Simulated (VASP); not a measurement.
A run of VASP 6.6.1 is set up as follows.

INCAR

```
ALGO = Normal
EDIFF = 1E-7
EDIFFG = -0.02
ENCUT = 450
GGA = PE
GGA_COMPAT = F
IBRION = 2
ISIF = 2
ISMEAR = -1
LASPH = T
LCHARG = F
LREAL = F
LWAVE = F
NELM = 120
NELMIN = 4
NSW = 80
PREC = Accurate
SIGMA = 0.02
```

Contents of KPOINTS:

```
k-points
0
Gamma
  13 13 13
```

POSCAR

```
SnSe
1.0
    0.0000000000      3.0100000000      3.1003000000
    3.0100000000      0.0000000000      3.1003000000
    3.0100000000      3.0100000000      0.0000000000
Sn Se
1 1
Direct
    0.0000000000      0.0000000000      0.0000000000
    0.5000000000      0.5000000000      0.5000000000
```

Potentials or basis: VASP PAW PBE potentials, release 64 (Sn_d, Se).

Command:

```console
$ cat potpaw_PBE.64/Sn_d/POTCAR potpaw_PBE.64/Se/POTCAR > POTCAR
$ mpirun -np 1 vasp_std > vasp.out
```

Task: What does it give for the band gap on the k mesh?

Result: 0.39 eV (least direct gap 0.48 eV).

Stress tensor (GPa, compression positive):
```
 0.74  0.00  0.00
 0.00  0.74  0.00
 0.00  0.00 -2.26
```

Caveat: the cell differs from its parent crystal (z stretched by +3 %); semilocal functionals underestimate gaps, and a narrow one can read as zero; spin-orbit coupling is left out, which moves the levels of the heavy elements. A k mesh can miss the band edges.
